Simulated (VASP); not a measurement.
Input of a VASP 6.6.1 run:

File INCAR:

```
  PREC = Accurate
  ENCUT = 600
  EDIFF = 1E-6
  ISMEAR = 0
  SIGMA = 0.1
  LREAL = False
  LASPH = True
  NELM = 150
  ALGO = Normal
  ISIF = 3
  LWAVE = False
  LCHARG = False
  ISPIN = 2
  MAGMOM = 0 0.79
  LORBIT = 11
  LMAXMIX = 4
  GGA = PS
  IBRION = 2
  NSW = 100
  EDIFFG = -0.005
```

KPOINTS

```
Automatic mesh
0
Gamma
  14 14 14
```

Contents of POSCAR:

```
AlFe
1.0
    2.8430767178      0.0000000000      0.0000000000
    0.0000000000      2.8430767178      0.0000000000
    0.0000000000      0.0000000000      2.8430767178
Al Fe
1 1
Direct
    0.0000000000      0.0000000000      0.0000000000
    0.5000000000      0.5000000000      0.5000000000
```

Potentials or basis: VASP PAW PBE potentials, release 64 (Al, Fe).

Command:

```sh
$ cat potpaw_PBE.64/Al/POTCAR potpaw_PBE.64/Fe/POTCAR > POTCAR
$ mpirun -np 1 vasp_std > vasp.out
```

(1) Predict the space group after relaxing (to 0.05 Å).

(2) What does it give for the relaxed volume?

(3) Estimate the site moments.

(4) What does it give for the relaxed cell?

Answers

(1) Pm-3m (No. 221).

(2) 11.52 Å³/atom.

(3) Al -0.02; Fe +0.69 μB.

(4) a = 2.846 Å, b = 2.846 Å, c = 2.846 Å, α = 90.00°, β = 90.00°, γ = 90.00°.

Caveat: the PAW data sets were made with another functional, which shifts forces and pressure a little.
